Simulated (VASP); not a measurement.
# WC (P-6m2) in VASP: a series of runs, part 2 of 2

VASP 6.6.1. Earlier steps stand in the parts before.

### 3 Single point, PBE (strain +0.000 along x and y, -0.080 along z)

Input file INCAR:

```
ALGO     = Normal         # electronic algorithm
EDIFF    = 1E-7           # SCF threshold, eV
ENCUT    = 520            # plane-wave cutoff, eV
GGA      = PE             # functional
ISIF     = 2              # what is computed and relaxed
ISMEAR   = 0              # smearing method
LASPH    = True           # aspherical terms in the spheres
LCHARG   = True           # write CHGCAR
LELF     = True           # ELF
LREAL    = False          # projectors in reciprocal space
LVHAR    = True         
LWAVE    = False          # write WAVECAR
NBANDS   = 16             # bands
NELM     = 60             # most SCF steps
PREC     = Accurate       # precision mode
SIGMA    = 0.15           # smearing width, eV
```

Input file KPOINTS:

```
k-points
0
Gamma
  24 24 22
```

Input file POSCAR:

```
WC
1.0
    2.9217716515      0.0000000000      0.0000000000
   -1.4608858258      2.5303284743      0.0000000000
    0.0000000000      0.0000000000      2.6193098112
W C
1 1
Direct
    0.0000000000      0.0000000000      0.0000000000
    0.6666666667      0.3333333333      0.5000000000
```

Potentials or basis: VASP PAW PBE potentials, release 64 (W_sv, C).

The run is started by

```bash
$ cat potpaw_PBE.64/W_sv/POTCAR potpaw_PBE.64/C/POTCAR > POTCAR
$ mpirun -np 1 vasp_std > vasp.out
```

OUTCAR:

```text
EDIFF = 1E-7
   ENCUT = 520
   GGA = PE
   ISIF = 2
   ISMEAR = 0
   LASPH = True
   LREAL = False
   NELM = 60
   PREC = Accurate

 ion  position               nearest neighbor table
   1  0.000  0.000  0.000-   2 2.14   2 2.14   2 2.14   2 2.14   2 2.14   2 2.14
   2  0.667  0.333  0.500-   1 2.14   1 2.14   1 2.14   1 2.14   1 2.14   1 2.14

  LATTYP: Found a hexagonal cell.
 ALAT       =     2.9217716515
 C/A-ratio  =     0.8964799867

  Lattice vectors:

 A1 = (   2.9217716515,   0.0000000000,   0.0000000000)
 A2 = (  -1.4608858258,   2.5303284743,   0.0000000000)
 A3 = (   0.0000000000,   0.0000000000,   2.6193098112)

Analysis of symmetry for initial positions (statically):
=====================================================================
 Subroutine PRICEL returns:
 Original cell was already a primitive cell.

 Routine SETGRP: Setting up the symmetry group for a
 hexagonal supercell.

 Subroutine GETGRP returns: Found 12 space group operations
 (whereof 12 operations were pure point group operations)
 out of a pool of 24 trial point group operations.

The static configuration has the point symmetry D_3h.

Analysis of symmetry for dynamics (positions and initial velocities):
=====================================================================
 Subroutine PRICEL returns:
 Original cell was already a primitive cell.

 Routine SETGRP: Setting up the symmetry group for a
 hexagonal supercell.

 Subroutine GETGRP returns: Found 12 space group operations
 (whereof 12 operations were pure point group operations)
 out of a pool of 24 trial point group operations.

The dynamic configuration has the point symmetry D_3h.

 Subroutine INISYM returns: Found 12 space group operations
 (whereof 12 operations are pure point group operations),
 and found     1 'primitive' translations

----------------------------------------------------------------------------------------

                                     Primitive cell

  volume of cell :      19.3647

  direct lattice vectors                    reciprocal lattice vectors
     2.921771651  0.000000000  0.000000000     0.342258095  0.197602803  0.000000000
    -1.460885826  2.530328474  0.000000000     0.000000000  0.395205607  0.000000000
     0.000000000  0.000000000  2.619309811     0.000000000  0.000000000  0.381779962

  length of vectors
     2.921771651  2.921771652  2.619309811     0.395205607  0.395205607  0.381779962

  position of ions in fractional coordinates (direct lattice)
     0.000000000  0.000000000  0.000000000
     0.666666667  0.333333333  0.500000000

  ion indices of the primitive-cell ions
   primitive index   ion index
                 1           1
                 2           2

----------------------------------------------------------------------------------------

 KPOINTS: k-points

Automatic generation of k-mesh.
 Grid dimensions read from file:
 generate k-points for:   24   24   22

 Generating k-lattice:

  Cartesian coordinates                     Fractional coordinates (reciprocal lattice)
     0.014260754  0.008233450  0.000000000     0.041666667 -0.000000000  0.000000000
     0.000000000  0.016466900  0.000000000     0.000000000  0.041666667  0.000000000
     0.000000000  0.000000000  0.017353635     0.000000000  0.000000000  0.045454545

  Length of vectors
     0.016466900  0.016466900  0.017353635

  Shift w.r.t. Gamma in fractional coordinates (k-lattice)
     0.000000000  0.000000000  0.000000000

 Subroutine IBZKPT returns following result:
 ===========================================

 Found    732 irreducible k-points:

 Following reciprocal coordinates:
            Coordinates               Weight
  0.000000  0.000000  0.000000      1.000000
  0.041667 -0.000000  0.000000      6.000000
  0.083333  0.000000  0.000000      6.000000
  0.125000 -0.000000  0.000000      6.000000
  0.166667 -0.000000  0.000000      6.000000
  0.208333 -0.000000  0.000000      6.000000
[... 16 lines left out ...]
  0.416667  0.041667  0.000000     12.000000
  0.458333  0.041667  0.000000     12.000000
 [... further k-points ...]
   k-points           NKPTS =    732   k-points in BZ     NKDIM =    732   number of bands    NBANDS=     16
   number of dos      NEDOS =    301   number of ions     NIONS =      2
   total plane-waves  NPLWV =  11520
   dimension x,y,z NGX =    24 NGY =   24 NGZ =   20
   dimension x,y,z NGXF=    48 NGYF=   48 NGZF=   40
   ions per type =               1   1
   NGX,Y,Z   is equivalent  to a cutoff of  13.66, 13.66, 12.69 a.u.
   NGXF,Y,Z  is equivalent  to a cutoff of  27.31, 27.31, 25.39 a.u.
 SYSTEM =  unknown system
   PREC   = accura    normal or accurate (medium, high low for compatibility)
   ISTART =      0    job   : 0-new  1-cont  2-samecut
   ICHARG =      2    charge: 1-file 2-atom 10-const
   ISPIN  =      1    spin polarized calculation?
   LNONCOLLINEAR =      F non collinear calculations
   LSORBIT =      F    spin-orbit coupling
   LASPH  =      T    aspherical Exc in radial PAW
   ENCUT  =  520.0 eV  38.22 Ry    6.18 a.u.   5.43  5.43  4.87*2*pi/ulx,y,z
   NELM   =     60;   NELMIN=  2; NELMDL= -5     # of ELM steps
   EDIFF  = 0.1E-06   stopping-criterion for ELM
   LREAL  =      F    real-space projection
   EDIFFG = 0.1E-05   stopping-criterion for IOM
   NSW    =      0    number of steps for IOM
   IBRION =     -1    ionic relax: 0-MD 1-quasi-New 2-CG
   NFREE  =      0    steps in history (QN), initial steepest desc. (CG)
   ISIF   =      2    stress and relaxation
   ISYM   =      2    0-nonsym 1-usesym 2-fastsym
   POTIM  = 0.5000    time-step for ionic-motion
   TEBEG  =    0.0;   TEEND  =   0.0 temperature during run
   PSTRESS=    0.0 pullay stress
   NELECT =      18.0000    total number of electrons
   NUPDOWN=      -1.0000    fix difference up-down
   EMIN   =  10.00;   EMAX   =-10.00  energy-range for DOS
   EFERMI =   0.00;   METHOD = LEGACY
   ISMEAR =     0;   SIGMA  =   0.15  broadening in eV -4-tet -1-fermi 0-gaus
   EFERMI_NEDOS =   21; number of points for ismear=-14 and -15
   IALGO  =     38    algorithm
   IMIX   =      4    mixing-type and parameters
     AMIX     =   0.40;   BMIX     =  1.00
     AMIX_MAG =   1.60;   BMIX_MAG =  1.00
  volume/ion in A,a.u.               =       9.68        65.34
  Fermi-wavevector in a.u.,A,eV,Ry     =   1.597702  3.019218 34.730914  2.552650
  Thomas-Fermi vector in A             =   2.695267
   LORBIT       =      0    0 simple, 1 ext, 2 COOP (PROOUT), +10 PAW based schemes
   GGA     = PE    functional components
   LHFCALC =     F    Hartree Fock is set to
   AEXX    =    0.0000 exact exchange contribution
   IVDW    =     0    specifies the selected vdW correction
   LEPSILON=     F    determine dielectric tensor
   LRPA    =     F    only Hartree local field effects (RPA)
 non-spin polarized calculation
 Gauss-broadening in eV      SIGMA  =   0.15
  energy-cutoff  :      520.00
  volume of cell :       19.36
 maximum number of plane-waves:       549
 NGX is ok and might be reduce to    24
   NGX = 11   NGY = 11   NGZ =  9

 number of electron      18.0000001 magnetization

 Free energy of the ion-electron system (eV)
  ---------------------------------------------------
  ext. energy  EPLUGINS =         0.00000000
  ---------------------------------------------------
  free energy    TOTEN  =       -21.96090550 eV

  energy without entropy =      -21.95666536  energy(sigma->0) =      -21.95878543

 E-fermi :  12.1966     XC(G=0): -14.1640

 val. band max:       12.1936773704   @ k =   0.3333   0.2917   0.0455
 cond. band min:      12.2013159899   @ k =   0.0000   0.0000   0.2727
 fundamental gap:      0.0076386195
 Fermi energy:        12.1965690278

 k-point     1 :       0.0000    0.0000    0.0000
  band No.  band energies     occupation
      1     -61.7253      2.00000
      2     -25.7107      2.00000
      3     -25.7107      2.00000
      4     -25.4313      2.00000
      5      -2.9205      2.00000
      6       7.3726      2.00000
[... 8 lines left out ...]
     15      27.8823      0.00000
     16      28.9967      0.00000
[... 419 lines left out ...]
 k-point    24 :       0.4583    0.0417    0.0000
  band No.  band energies     occupation
      1     -61.6679      2.00000
      2     -26.5377      2.00000
      3     -25.9146      2.00000
      4     -25.3286      2.00000
      5       0.3570      2.00000
      6       4.6451      2.00000
[... 8 lines left out ...]
     15      26.0949      0.00000
     16      30.1451      0.00000

 [... further k-points ...]
[... 5 lines left out ...]
  --------------------------------------------------------------------------------------
  -------------------------------------------------------------------------------------
  Total        2.4292980      2.4292980     12.1210039     -0.0000000     -0.0000000      0.0000000
  in kB      200.9931866    200.9931866   1002.8572783     -0.0000000     -0.0000000      0.0000000
  external PRESSURE =     468.2812172 kB  Pullay stress =       0.0000000 kB

 VOLUME and BASIS-vectors are now :
 -----------------------------------------------------------------------------
  energy-cutoff  :      520.00
  volume of cell :       19.36
      direct lattice vectors                 reciprocal lattice vectors
     2.921771651  0.000000000  0.000000000     0.342258095  0.197602803  0.000000000
    -1.460885826  2.530328474  0.000000000     0.000000000  0.395205607  0.000000000
     0.000000000  0.000000000  2.619309811     0.000000000  0.000000000  0.381779962

 POSITION                                       TOTAL-FORCE (eV/Angst)
 -----------------------------------------------------------------------------------
      0.00000      0.00000      0.00000         0.000000      0.000000      0.000000
      1.46089      0.84344      1.30965        -0.000000      0.000000      0.000000
 -----------------------------------------------------------------------------------
    total drift:                                0.000000     -0.000000      0.000000

  FREE ENERGIE OF THE ION-ELECTRON SYSTEM (eV)
  ---------------------------------------------------
  free  energy   TOTEN  =       -21.9609055033 eV

  energy  without entropy=      -21.9566653595  energy(sigma->0) =      -21.95878543
```

Run time: 56 s. Hardware: 1 thread of Intel Xeon 6975P-C (Granite Rapids), shared host; peak memory 0.33 GiB.

What came out:

```
Free energy            : -21.9609 eV
Pressure               : 46.8 GPa
Band gap on the k mesh : zero (band 9 reaches 13.15 eV, above the bottom of band 10 at 11.49 eV)
```

Stress tensor (GPa, compression positive):
```
 20.10   0.00   0.00
  0.00  20.10   0.00
  0.00   0.00 100.29
```

Levels at points of the mesh, in eV from the Fermi level:
```
           k point  band 6  band 7  band 8  band 9  band 10  band 11  band 12  band 13
(0.00, 0.00, 0.00)   -4.82   -4.37   -4.37    0.95     3.79     3.79     5.90     6.33
(0.50, 0.00, 0.00)   -7.57   -4.08   -2.89   -1.15     2.99     4.22     4.30     7.73
(0.00, 0.00, 0.50)   -9.06   -3.14   -3.14   -0.66    -0.66     4.11     4.11     5.33
(0.50, 0.00, 0.50)   -6.95   -5.41   -4.16    0.51     4.30     6.14     7.13     9.65
```

Caveat: the cell differs from its parent crystal (strain +0.000 along x and y, -0.080 along z); spin-orbit coupling is left out, which moves the levels of the heavy elements.

### 4 Single point, PBE (strain -0.040 along x and y, +0.000 along z)

Input file INCAR:

```
SYSTEM = WC
  PREC = Accurate
  ENCUT = 520
  EDIFF = 1E-7
  ISMEAR = 0
  SIGMA = 0.15
  LREAL = .False.
  LASPH = .True.
  NELM = 100
  ALGO = Normal
  ISIF = 2
  LWAVE = .False.
  LCHARG = .False.
  GGA = PE
  NBANDS = 16
```

Input file KPOINTS:

```
Automatic mesh
0
Gamma
  24 24 22
  0 0 0
```

Input file POSCAR:

```
WC
1.0
    2.8049007855      0.0000000000      0.0000000000
   -1.4024503928      2.4291153353      0.0000000000
    0.0000000000      0.0000000000      2.8470758817
W C
1 1
Direct
    0.0000000000      0.0000000000      0.0000000000
    0.6666666667      0.3333333333      0.5000000000
```

The run is started by

```bash
$ cat potpaw_PBE.64/W_sv/POTCAR potpaw_PBE.64/C/POTCAR > POTCAR
$ mpirun -np 1 vasp_std > vasp.out
```

Wall time 63 s (1 thread of Intel Xeon 6975P-C (Granite Rapids), shared host); peak memory 0.33 GiB.

It converged, with:

```
Free energy            : -22.2186 eV
Pressure               : 37.6 GPa
Band gap on the k mesh : zero (band 9 reaches 12.65 eV, above the bottom of band 10 at 11.37 eV)
```

Stress tensor (GPa, compression positive):
```
47.06  0.00  0.00
 0.00 47.06  0.00
 0.00  0.00 18.57
```

Levels at points of the mesh, in eV from the Fermi level:
```
           k point  band 6  band 7  band 8  band 9  band 10  band 11  band 12  band 13
(0.00, 0.00, 0.00)   -4.78   -3.32   -3.32   -0.27     3.51     3.51     5.84     5.84
(0.50, 0.00, 0.00)   -7.27   -4.36   -3.91   -0.23     2.41     5.25     5.81     7.04
(0.00, 0.00, 0.50)   -9.14   -1.78   -1.78   -0.69    -0.69     3.20     4.94     4.94
(0.50, 0.00, 0.50)   -6.90   -4.45   -4.35    0.37     5.17     5.54     7.23     9.90
```

Caveat: the cell differs from its parent crystal (strain -0.040 along x and y, +0.000 along z); spin-orbit coupling is left out, which moves the levels of the heavy elements.

### 5 Single point, PBE (strain +0.080 along x and y, +0.040 along z)

Input file INCAR:

```
PREC = Accurate
ENCUT = 520
EDIFF = 1E-6
ISMEAR = 0
SIGMA = 0.15
LREAL = False
LASPH = True
NELM = 60
ALGO = Normal
ISIF = 2
LWAVE = False
LCHARG = False
GGA = PE
NBANDS = 16
```

Input file KPOINTS:

```
regular mesh
0
Gamma
  24 24 22
```

Input file POSCAR:

```
WC
1.0
    3.1555133836      0.0000000000      0.0000000000
   -1.5777566919      2.7327547522      0.0000000000
    0.0000000000      0.0000000000      2.9609589170
W C
1 1
Direct
    0.0000000000      0.0000000000      0.0000000000
    0.6666666667      0.3333333333      0.5000000000
```

The run is started by

```bash
$ cat potpaw_PBE.64/W_sv/POTCAR potpaw_PBE.64/C/POTCAR > POTCAR
$ mpirun -np 1 vasp_std > vasp.out
```

It took 3.7 min on 1 thread of Intel Xeon 8259CL, shared host; peak memory 0.39 GiB.

Results (log left out):

```yaml
Free_energy: -21.6564 eV
Pressure: -47.3 GPa
Band_gap_on_the_k_mesh: zero (band 9 reaches 9.09 eV, above the bottom of band 10 at 7.97 eV)
```

Stress tensor (GPa, compression positive):
```
-50.22   0.00   0.00
  0.00 -50.22   0.00
  0.00   0.00 -41.59
```

Levels at points of the mesh, in eV from the Fermi level:
| k point | band 7 | band 8 | band 9 | band 10 | band 11 | band 12 |
| --- | --- | --- | --- | --- | --- | --- |
| (0.00, 0.00, 0.00) | -2.81 | -2.81 | 0.42 | 2.41 | 2.41 | 4.56 |
| (0.50, 0.00, 0.00) | -2.73 | -2.47 | -0.60 | 1.86 | 3.19 | 3.26 |
| (0.00, 0.00, 0.50) | -1.85 | -1.85 | -0.39 | -0.39 | 3.36 | 3.78 |
| (0.50, 0.00, 0.50) | -3.60 | -3.59 | 0.13 | 3.03 | 3.98 | 4.81 |

Caveat: the cell differs from its parent crystal (strain +0.080 along x and y, +0.040 along z); spin-orbit coupling is left out, which moves the levels of the heavy elements.

### 6 Single point, PBE (strain +0.080 along x and y, +0.080 along z)

Input file INCAR:

```
SYSTEM = WC
ALGO     = Normal         ! electronic algorithm
EDIFF    = 1E-6           ! SCF threshold, eV
ENCUT    = 520            ! plane-wave cutoff, eV
GGA      = PE             ! functional
ISIF     = 2              ! what is computed and relaxed
ISMEAR   = 0              ! smearing method
LASPH    = .True.         ! aspherical terms in the spheres
LCHARG   = .False.        ! write CHGCAR
LREAL    = .False.        ! projectors in reciprocal space
LWAVE    = .False.        ! write WAVECAR
NBANDS   = 16             ! bands
NELM     = 60             ! most SCF steps
PREC     = Accurate       ! precision mode
SIGMA    = 0.15           ! smearing width, eV
```

Input file KPOINTS:

```
k-points
0
Gamma
  24 24 22
  0 0 0
```

POSCAR: that of step 5 with these lines changed.

```diff
@@ -4,3 +4,3 @@
    -1.5777566919      2.7327547522      0.0000000000
-    0.0000000000      0.0000000000      2.9609589170
+    0.0000000000      0.0000000000      3.0748419522
 W C
```

Potentials or basis: VASP PAW PBE potentials, release 64 (W_sv, C).

The run is started by

```bash
$ cat potpaw_PBE.64/W_sv/POTCAR potpaw_PBE.64/C/POTCAR > POTCAR
$ mpirun -np 1 vasp_std > vasp.out
```

Run time: 4.2 min. Hardware: 1 thread of Intel Xeon 8259CL, shared host; peak memory 0.4 GiB.

Results (log left out):

```
Free energy            : -21.3434 eV
Pressure               : -53.5 GPa
Band gap on the k mesh : zero (band 9 reaches 8.45 eV, above the bottom of band 10 at 7.50 eV)
```

Stress tensor (GPa, compression positive):
```
-50.36   0.00   0.00
  0.00 -50.36   0.00
  0.00   0.00 -59.78
```

Levels at points of the mesh, in eV from the Fermi level:
| k point | band 5 | band 6 | band 7 | band 8 | band 9 | band 10 | band 11 | band 12 | band 13 | band 14 |
| --- | --- | --- | --- | --- | --- | --- | --- | --- | --- | --- |
| (0.00, 0.00, 0.00) | -12.64 | -3.11 | -2.45 | -2.45 | 0.11 | 2.21 | 2.21 | 4.37 | 4.37 | 4.49 |
| (0.50, 0.00, 0.00) | -10.09 | -5.85 | -2.67 | -2.56 | -0.34 | 1.64 | 3.19 | 3.38 | 5.43 | 7.67 |
| (0.00, 0.00, 0.50) | -9.84 | -7.14 | -1.48 | -1.48 | -0.38 | -0.38 | 2.69 | 3.82 | 3.82 | 8.35 |
| (0.50, 0.00, 0.50) | -9.86 | -5.07 | -3.53 | -3.21 | 0.02 | 3.02 | 3.62 | 4.55 | 6.86 | 7.08 |

Caveat: the cell differs from its parent crystal (strain +0.080 along x and y, +0.080 along z); spin-orbit coupling is left out, which moves the levels of the heavy elements.

### 7 Overview

```csv
cell,gap on the mesh (eV),pressure (GPa)
"a = 2.688, b = 2.688, c = 3.075 Å, angles 90.0, 90.0, 120.0°, 2 atoms",none,43.8
"a = 2.922, b = 2.922, c = 2.619 Å, angles 90.0, 90.0, 120.0°, 2 atoms",none,46.8
"a = 2.805, b = 2.805, c = 2.847 Å, angles 90.0, 90.0, 120.0°, 2 atoms",none,37.6
"a = 3.156, b = 3.156, c = 2.961 Å, angles 90.0, 90.0, 120.0°, 2 atoms",none,-47.3
"a = 3.156, b = 3.156, c = 3.075 Å, angles 90.0, 90.0, 120.0°, 2 atoms",none,-53.5
```

Alike in all rows: task single point; level PBE; potentials or basis VASP PAW PBE potentials, release 64 (W_sv, C); no spin polarisation; k mesh 24 × 24 × 22; cutoff (eV) 520; smearing gaussian 0.15 eV.

Caveats: spin-orbit coupling is left out, which moves the levels of the heavy elements.

Total energies depend on the potentials used, so only differences within one code and one set of settings carry meaning.
